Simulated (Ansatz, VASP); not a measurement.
Two plane-wave programs on Al

```
CELL_PARAMETERS angstrom
0.00000 1.99102 1.99102
1.99102 0.00000 1.99102
1.99102 1.99102 0.00000
ATOMIC_POSITIONS crystal
Al 0.00000 0.00000 0.00000
```

Alike in both runs: task single point; functional PBE; dispersion D3(BJ); k mesh 22 × 22 × 22; occupations gaussian, width 0.15 eV; no spin polarisation.

|  | VASP | Ansatz |
| --- | --- | --- |
| version | VASP 6.6.1 | Ansatz 0.2.0 |
| potentials or method | VASP PAW PBE potentials, release 64 (Al), cutoff 520 eV | scalar-relativistic, plane waves, PAW |
| valence electrons in the cell | 3 | 3 |

|  | VASP | Ansatz | Ansatz less VASP |
| --- | --- | --- | --- |
| gap on the k mesh at the Fermi level (eV) | none | none | - |
| pressure (GPa) | 0.0 | 0.0 | +0.01 |

A gap of «none» marks a metal or a gap that the smearing closes.
